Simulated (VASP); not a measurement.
# Pt (Fm-3m) in VASP: notebook

The runs below take Pt through single point, with PBEsol.

Program: VASP 6.6.1. These are calculated values, not measurements. Logs are shortened: lines on timing, memory, paths and dates and some standing lists are left out, and cuts for length are marked.

### 1 The cell of the first run

It takes space group Fm-3m (No. 225, cubic). The conventional cell has a = 3.917 Å, b = 3.917 Å, c = 3.917 Å, α = 90.00°, β = 90.00°, γ = 90.00°. Pt (site symmetry m-3m) has 12 Pt at 2.77 Å within 3.7 Å.

### 2 Single point, PBEsol

Contents of INCAR:

```
ALGO = Normal
EDIFF = 1E-7
ENCUT = 520
GGA = PS
ISIF = 2
ISMEAR = 0
LASPH = T
LCHARG = F
LREAL = F
LWAVE = F
NBANDS = 11
NELM = 80
PREC = Accurate
SIGMA = 0.05
```

Contents of KPOINTS:

```
k-points
0
Gamma
  14 14 14
```

Contents of POSCAR:

```
Pt
1.0
    0.0000000000      1.9586106373      1.9586106373
    1.9586106373      0.0000000000      1.9586106373
    1.9586106373      1.9586106373      0.0000000000
Pt
1
Direct
    0.0000000000      0.0000000000      0.0000000000
```

Potentials or basis: VASP PAW PBE potentials, release 64 (Pt).

The run is started by

```bash
$ cat potpaw_PBE.64/Pt/POTCAR > POTCAR
$ mpirun -np 1 vasp_std > vasp.out
```

OUTCAR:

```text
EDIFF = 1E-7
   ENCUT = 520
   GGA = PS
   ISIF = 2
   ISMEAR = 0
   LASPH = T
   LREAL = F
   NELM = 80
   PREC = Accurate

 ion  position               nearest neighbor table
   1  0.000  0.000  0.000-

  LATTYP: Found a face centered cubic cell.
 ALAT       =     3.9172212746

  Lattice vectors:

 A1 = (   0.0000000000,   1.9586106373,   1.9586106373)
 A2 = (   1.9586106373,   0.0000000000,   1.9586106373)
 A3 = (   1.9586106373,   1.9586106373,   0.0000000000)

Analysis of symmetry for initial positions (statically):
=====================================================================
 Subroutine PRICEL returns:
 Original cell was already a primitive cell.

 Routine SETGRP: Setting up the symmetry group for a
 face centered cubic supercell.

 Subroutine GETGRP returns: Found 48 space group operations
 (whereof 48 operations were pure point group operations)
 out of a pool of 48 trial point group operations.

The static configuration has the point symmetry O_h .

Analysis of symmetry for dynamics (positions and initial velocities):
=====================================================================
 Subroutine PRICEL returns:
 Original cell was already a primitive cell.

 Routine SETGRP: Setting up the symmetry group for a
 face centered cubic supercell.

 Subroutine GETGRP returns: Found 48 space group operations
 (whereof 48 operations were pure point group operations)
 out of a pool of 48 trial point group operations.

The dynamic configuration has the point symmetry O_h .

 Subroutine INISYM returns: Found 48 space group operations
 (whereof 48 operations are pure point group operations),
 and found     1 'primitive' translations

----------------------------------------------------------------------------------------

                                     Primitive cell

  volume of cell :      15.0271

  direct lattice vectors                    reciprocal lattice vectors
     0.000000000  1.958610637  1.958610637    -0.255283000  0.255283000  0.255283000
     1.958610637  0.000000000  1.958610637     0.255283000 -0.255283000  0.255283000
     1.958610637  1.958610637  0.000000000     0.255283000  0.255283000 -0.255283000

  length of vectors
     2.769893727  2.769893727  2.769893727     0.442163127  0.442163127  0.442163127

  position of ions in fractional coordinates (direct lattice)
     0.000000000  0.000000000  0.000000000

  ion indices of the primitive-cell ions
   primitive index   ion index
                 1           1

----------------------------------------------------------------------------------------

 KPOINTS: k-points

Automatic generation of k-mesh.
 Grid dimensions read from file:
 generate k-points for:   14   14   14

 Generating k-lattice:

  Cartesian coordinates                     Fractional coordinates (reciprocal lattice)
    -0.018234500  0.018234500  0.018234500     0.071428571  0.000000000  0.000000000
     0.018234500 -0.018234500  0.018234500     0.000000000  0.071428571  0.000000000
     0.018234500  0.018234500 -0.018234500     0.000000000  0.000000000  0.071428571

  Length of vectors
     0.031583080  0.031583080  0.031583080

  Shift w.r.t. Gamma in fractional coordinates (k-lattice)
     0.000000000  0.000000000  0.000000000

 Subroutine IBZKPT returns following result:
 ===========================================

 Found    104 irreducible k-points:

 Following reciprocal coordinates:
            Coordinates               Weight
  0.000000  0.000000  0.000000      1.000000
  0.071429  0.000000  0.000000      8.000000
  0.142857  0.000000  0.000000      8.000000
  0.214286  0.000000  0.000000      8.000000
  0.285714  0.000000  0.000000      8.000000
  0.357143  0.000000  0.000000      8.000000
[... 16 lines left out ...]
  0.214286  0.142857  0.000000     24.000000
  0.285714  0.142857  0.000000     24.000000
 [... further k-points ...]
   k-points           NKPTS =    104   k-points in BZ     NKDIM =    104   number of bands    NBANDS=     11
   number of dos      NEDOS =    301   number of ions     NIONS =      1
   total plane-waves  NPLWV =  13824
   dimension x,y,z NGX =    24 NGY =   24 NGZ =   24
   dimension x,y,z NGXF=    48 NGYF=   48 NGZF=   48
   ions per type =               1
   NGX,Y,Z   is equivalent  to a cutoff of  14.40, 14.40, 14.40 a.u.
   NGXF,Y,Z  is equivalent  to a cutoff of  28.81, 28.81, 28.81 a.u.
 SYSTEM =  unknown system
   PREC   = accura    normal or accurate (medium, high low for compatibility)
   ISTART =      0    job   : 0-new  1-cont  2-samecut
   ICHARG =      2    charge: 1-file 2-atom 10-const
   ISPIN  =      1    spin polarized calculation?
   LNONCOLLINEAR =      F non collinear calculations
   LSORBIT =      F    spin-orbit coupling
   LASPH  =      T    aspherical Exc in radial PAW
   ENCUT  =  520.0 eV  38.22 Ry    6.18 a.u.   5.15  5.15  5.15*2*pi/ulx,y,z
   NELM   =     80;   NELMIN=  2; NELMDL= -5     # of ELM steps
   EDIFF  = 0.1E-06   stopping-criterion for ELM
   LREAL  =      F    real-space projection
   EDIFFG = 0.1E-05   stopping-criterion for IOM
   NSW    =      0    number of steps for IOM
   IBRION =     -1    ionic relax: 0-MD 1-quasi-New 2-CG
   NFREE  =      0    steps in history (QN), initial steepest desc. (CG)
   ISIF   =      2    stress and relaxation
   ISYM   =      2    0-nonsym 1-usesym 2-fastsym
   POTIM  = 0.5000    time-step for ionic-motion
   TEBEG  =    0.0;   TEEND  =   0.0 temperature during run
   PSTRESS=    0.0 pullay stress
   NELECT =      10.0000    total number of electrons
   NUPDOWN=      -1.0000    fix difference up-down
   EMIN   =  10.00;   EMAX   =-10.00  energy-range for DOS
   EFERMI =   0.00;   METHOD = LEGACY
   ISMEAR =     0;   SIGMA  =   0.05  broadening in eV -4-tet -1-fermi 0-gaus
   EFERMI_NEDOS =   21; number of points for ismear=-14 and -15
   IALGO  =     38    algorithm
   IMIX   =      4    mixing-type and parameters
     AMIX     =   0.40;   BMIX     =  1.00
     AMIX_MAG =   1.60;   BMIX_MAG =  1.00
  volume/ion in A,a.u.               =      15.03       101.41
  Fermi-wavevector in a.u.,A,eV,Ry     =   1.429278  2.700944 27.794468  2.042836
  Thomas-Fermi vector in A             =   2.549249
   LORBIT       =      0    0 simple, 1 ext, 2 COOP (PROOUT), +10 PAW based schemes
   GGA     = PS    functional components
   LHFCALC =     F    Hartree Fock is set to
   AEXX    =    0.0000 exact exchange contribution
   IVDW    =     0    specifies the selected vdW correction
   LEPSILON=     F    determine dielectric tensor
   LRPA    =     F    only Hartree local field effects (RPA)
 non-spin polarized calculation
 Gauss-broadening in eV      SIGMA  =   0.05
  energy-cutoff  :      520.00
  volume of cell :       15.03
 maximum number of plane-waves:       415
 NGX is ok and might be reduce to    24
   NGX = 11   NGY = 11   NGZ = 11

 number of electron      10.0000000 magnetization

 Free energy of the ion-electron system (eV)
  ---------------------------------------------------
  ext. energy  EPLUGINS =         0.00000000
  ---------------------------------------------------
  free energy    TOTEN  =        -6.97225842 eV

  energy without entropy =       -6.97013344  energy(sigma->0) =       -6.97119593

 E-fermi :  11.1460     XC(G=0): -13.6492

 val. band max:       11.1393448448   @ k =   0.5000   0.3571   0.0714
 cond. band min:      11.1701677716   @ k =   0.4286   0.1429   0.0000
 fundamental gap:      0.0308229268
 Fermi energy:        11.1460000266

 k-point     1 :       0.0000    0.0000    0.0000
  band No.  band energies     occupation
      1       0.8287      2.00000
      2       7.3367      2.00000
      3       7.3367      2.00000
      4       7.3367      2.00000
      5       9.5308      2.00000
      6       9.5308      2.00000
      7      25.7779      0.00000
      8      30.7588      0.00000
      9      30.7588      0.00000
     10      30.7588      0.00000
     11      36.0705      0.00000

 k-point     2 :       0.0714    0.0000    0.0000
  band No.  band energies     occupation
      1       1.0344      2.00000
      2       7.2447      2.00000
      3       7.4181      2.00000
      4       7.4181      2.00000
      5       9.4854      2.00000
      6       9.4854      2.00000
      7      26.0981      0.00000
      8      29.7207      0.00000
      9      31.0760      0.00000
     10      31.0760      0.00000
     11      37.1897      0.00000

 k-point     3 :       0.1429    0.0000    0.0000
  band No.  band energies     occupation
      1       1.6191      2.00000
      2       7.0349      2.00000
      3       7.6079      2.00000
      4       7.6079      2.00000
      5       9.4178      2.00000
      6       9.4178      2.00000
      7      26.9013      0.00000
      8      27.7713      0.00000
      9      31.9783      0.00000
     10      31.9783      0.00000
     11      36.8870      0.00000

 k-point     4 :       0.2143    0.0000    0.0000
  band No.  band energies     occupation
      1       2.4578      2.00000
      2       6.9040      2.00000
      3       7.7322      2.00000
      4       7.7322      2.00000
      5       9.5269      2.00000
      6       9.5269      2.00000
      7      25.6073      0.00000
      8      27.5797      0.00000
      9      33.2743      0.00000
     10      33.2743      0.00000
     11      34.9194      0.00000
[... 239 lines left out ...]
 k-point    22 :       0.1429    0.1429    0.0000
  band No.  band energies     occupation
      1       1.8901      2.00000
      2       6.6760      2.00000
      3       7.9014      2.00000
      4       7.9014      2.00000
      5       8.8056      2.00000
      6       9.8127      2.00000
      7      27.4198      0.00000
      8      29.1077      0.00000
      9      30.6243      0.00000
     10      30.6243      0.00000
     11      38.4828      0.00000

 k-point    23 :       0.2143    0.1429    0.0000
  band No.  band energies     occupation
      1       2.5429      2.00000
      2       6.3986      2.00000
      3       8.0236      2.00000
      4       8.1657      2.00000
      5       8.7484      2.00000
      6       9.9761      2.00000
      7      27.6692      0.00000
      8      28.2804      0.00000
      9      30.3972      0.00000
     10      31.0962      0.00000
     11      35.9412      0.00000

 k-point    24 :       0.2857    0.1429    0.0000
  band No.  band energies     occupation
      1       3.3764      2.00000
      2       6.2554      2.00000
      3       7.6892      2.00000
      4       8.2726      2.00000
      5       9.4065      2.00000
      6      10.3041      2.00000
      7      25.3807      0.00000
      8      28.4912      0.00000
      9      30.0666      0.00000
     10      31.4248      0.00000
     11      35.4410      0.00000

 [... further k-points ...]
[... 5 lines left out ...]
  --------------------------------------------------------------------------------------
  -------------------------------------------------------------------------------------
  Total       -0.0399612     -0.0399612     -0.0399612     -0.0000000      0.0000000      0.0000000
  in kB       -4.2606394     -4.2606394     -4.2606394     -0.0000000      0.0000000      0.0000000
  external PRESSURE =      -4.2606394 kB  Pullay stress =       0.0000000 kB

 VOLUME and BASIS-vectors are now :
 -----------------------------------------------------------------------------
  energy-cutoff  :      520.00
  volume of cell :       15.03
      direct lattice vectors                 reciprocal lattice vectors
     0.000000000  1.958610637  1.958610637    -0.255283000  0.255283000  0.255283000
     1.958610637  0.000000000  1.958610637     0.255283000 -0.255283000  0.255283000
     1.958610637  1.958610637  0.000000000     0.255283000  0.255283000 -0.255283000

 POSITION                                       TOTAL-FORCE (eV/Angst)
 -----------------------------------------------------------------------------------
      0.00000      0.00000      0.00000        -0.000000     -0.000000      0.000000
 -----------------------------------------------------------------------------------
    total drift:                               -0.000000     -0.000000     -0.000000

  FREE ENERGIE OF THE ION-ELECTRON SYSTEM (eV)
  ---------------------------------------------------
  free  energy   TOTEN  =        -6.9722584242 eV

  energy  without entropy=       -6.9701334447  energy(sigma->0) =       -6.97119593
```

It took 20 s on 1 thread of Intel Xeon Platinum 8375C at 2.90GHz (Ice Lake), shared host; peak memory 0.15 GiB.

What came out:

```
Free energy            : -6.9723 eV
Pressure               : -0.4 GPa
Band gap on the k mesh : zero (band 5 reaches 11.66 eV, above the bottom of band 6 at 9.42 eV)
```

Levels at points of the mesh, in eV from the Fermi level:
| k point | band 2 | band 3 | band 4 | band 5 | band 6 | band 7 | band 8 | band 9 |
| --- | --- | --- | --- | --- | --- | --- | --- | --- |
| (0.00, 0.00, 0.00) | -3.81 | -3.81 | -3.81 | -1.62 | -1.62 | 14.63 | 19.61 | 19.61 |
| (0.50, 0.00, 0.00) | -3.87 | -3.87 | -0.54 | 0.06 | 0.06 | 5.85 | 14.19 | 18.99 |
| (0.50, 0.50, 0.00) | -6.67 | 0.04 | 0.51 | 0.51 | 1.72 | 8.89 | 11.37 | 11.37 |

Caveat: the PAW data sets were made with another functional, which shifts forces and pressure a little; spin-orbit coupling is left out, which moves the levels of the heavy elements.

### 3 Single point, PBEsol

This run uses another cell than the first one, of 15.06 Å³/atom, 1.002 times its volume.

Contents of INCAR:

```
PREC = Accurate ; ENCUT = 500
EDIFF = 1E-6 ; ISMEAR = 0
SIGMA = 0.05 ; LREAL = False
LASPH = True ; NELM = 120
ALGO = Normal ; ISIF = 2
LWAVE = False ; LCHARG = True
GGA = PS ; LELF = True
LVHAR = True ; NBANDS = 11
GGA_COMPAT = False
```

Contents of KPOINTS:

```
regular mesh
0
Gamma
  14 14 14
```

Contents of POSCAR:

```
Pt
1.0
    0.0000000000      1.9600000000      1.9600000000
    1.9600000000      0.0000000000      1.9600000000
    1.9600000000      1.9600000000      0.0000000000
Pt
1
Direct
    0.0000000000      0.0000000000      0.0000000000
```

Potentials or basis: VASP PAW PBE potentials, release 64 (Pt).

The run is started by

```bash
$ cat potpaw_PBE.64/Pt/POTCAR > POTCAR
$ mpirun -np 1 vasp_std > vasp.out
```

OUTCAR:

```text
PREC = Accurate
   ENCUT = 500
   EDIFF = 1E-6
   ISMEAR = 0
   LREAL = False
   LASPH = True
   NELM = 120
   ISIF = 2
   GGA = PS

 ion  position               nearest neighbor table
   1  0.000  0.000  0.000-

  LATTYP: Found a face centered cubic cell.
 ALAT       =     3.9200000000

  Lattice vectors:

 A1 = (   0.0000000000,   1.9600000000,   1.9600000000)
 A2 = (   1.9600000000,   0.0000000000,   1.9600000000)
 A3 = (   1.9600000000,   1.9600000000,   0.0000000000)

Analysis of symmetry for initial positions (statically):
=====================================================================
 Subroutine PRICEL returns:
 Original cell was already a primitive cell.

 Routine SETGRP: Setting up the symmetry group for a
 face centered cubic supercell.

 Subroutine GETGRP returns: Found 48 space group operations
 (whereof 48 operations were pure point group operations)
 out of a pool of 48 trial point group operations.

The static configuration has the point symmetry O_h .

Analysis of symmetry for dynamics (positions and initial velocities):
=====================================================================
[... 159 lines left out ...]
 cond. band min:      11.1286815298   @ k =   0.4286   0.1429   0.0000
 fundamental gap:      0.0305574021
 Fermi energy:        11.1047521786

 k-point     1 :       0.0000    0.0000    0.0000
  band No.  band energies     occupation
      1       0.8117      2.00000
      2       7.3088      2.00000
      3       7.3088      2.00000
      4       7.3088      2.00000
      5       9.4952      2.00000
      6       9.4952      2.00000
      7      25.7427      0.00000
      8      30.7115      0.00000
      9      30.7115      0.00000
     10      30.7115      0.00000
     11      36.0156      0.00000
[... 309 lines left out ...]
 k-point    24 :       0.2857    0.1429    0.0000
  band No.  band energies     occupation
      1       3.3551      2.00000
      2       6.2313      2.00000
      3       7.6607      2.00000
      4       8.2417      2.00000
      5       9.3719      2.00000
      6      10.2659      2.00000
      7      25.3251      0.00000
      8      28.4424      0.00000
      9      30.0034      0.00000
     10      31.3686      0.00000
     11      35.3673      0.00000

 [... further k-points ...]
[... 5 lines left out ...]
  --------------------------------------------------------------------------------------
  -------------------------------------------------------------------------------------
  Total       -0.0962484     -0.0962484     -0.0962484      0.0000000      0.0000000      0.0000000
  in kB      -10.2401425    -10.2401425    -10.2401425      0.0000000      0.0000000      0.0000000
  external PRESSURE =     -10.2401425 kB  Pullay stress =       0.0000000 kB

 VOLUME and BASIS-vectors are now :
 -----------------------------------------------------------------------------
  energy-cutoff  :      500.00
  volume of cell :       15.06
      direct lattice vectors                 reciprocal lattice vectors
     0.000000000  1.960000000  1.960000000    -0.255102041  0.255102041  0.255102041
     1.960000000  0.000000000  1.960000000     0.255102041 -0.255102041  0.255102041
     1.960000000  1.960000000  0.000000000     0.255102041  0.255102041 -0.255102041

 POSITION                                       TOTAL-FORCE (eV/Angst)
 -----------------------------------------------------------------------------------
      0.00000      0.00000      0.00000         0.000000      0.000000      0.000000
 -----------------------------------------------------------------------------------
    total drift:                                0.000000     -0.000000      0.000000

  FREE ENERGIE OF THE ION-ELECTRON SYSTEM (eV)
  ---------------------------------------------------
  free  energy   TOTEN  =        -6.9721076490 eV

  energy  without entropy=       -6.9699758607  energy(sigma->0) =       -6.97104175
```

OSZICAR:

```text
N       E                     dE             d eps       ncg     rms          rms(c)
DAV:   1     0.384615113504E+02    0.38462E+02   -0.52865E+03  2328   0.821E+02
DAV:   2    -0.684757197963E+01   -0.45309E+02   -0.43459E+02  2605   0.174E+02
DAV:   3    -0.742307052823E+01   -0.57550E+00   -0.57275E+00  2667   0.188E+01
DAV:   4    -0.742525951948E+01   -0.21890E-02   -0.21888E-02  2615   0.137E+00
DAV:   5    -0.742527657538E+01   -0.17056E-04   -0.17056E-04  2698   0.112E-01    0.134E+01
DAV:   6    -0.702110415653E+01    0.40417E+00   -0.92672E-01  2474   0.762E+00    0.680E+00
DAV:   7    -0.697636324093E+01    0.44741E-01   -0.15684E-01  2645   0.303E+00    0.255E+00
DAV:   8    -0.697230494337E+01    0.40583E-02   -0.50324E-03  2486   0.652E-01    0.599E-01
DAV:   9    -0.697210352115E+01    0.20142E-03   -0.72650E-05  2576   0.816E-02    0.314E-02
DAV:  10    -0.697210755151E+01   -0.40304E-05   -0.20437E-06  2671   0.101E-02    0.333E-03
DAV:  11    -0.697210764903E+01   -0.97514E-07   -0.61111E-08  1387   0.221E-03
   1 F= -.69721076E+01 E0= -.69710418E+01  d E =-.213179E-02
```

Wall time 21 s (1 thread of Intel Xeon 8259CL, shared host); peak memory 0.14 GiB.

What came out:

```yaml
Free_energy: -6.9721 eV
Pressure: -1.0 GPa
Band_gap_on_the_k_mesh: zero (band 5 reaches 11.62 eV, above the bottom of band 6 at 9.38 eV)
```

Levels at points of the mesh, in eV from the Fermi level:
```
           k point  band 2  band 3  band 4  band 5  band 6  band 7  band 8  band 9
(0.00, 0.00, 0.00)   -3.80   -3.80   -3.80   -1.61   -1.61   14.64   19.61   19.61
(0.50, 0.00, 0.00)   -3.85   -3.85   -0.54    0.06    0.06    5.83   14.19   18.97
(0.50, 0.50, 0.00)   -6.64    0.04    0.51    0.51    1.72    8.87   11.36   11.36
```

Caveat: the PAW data sets were made with another functional, which shifts forces and pressure a little; spin-orbit coupling is left out, which moves the levels of the heavy elements.
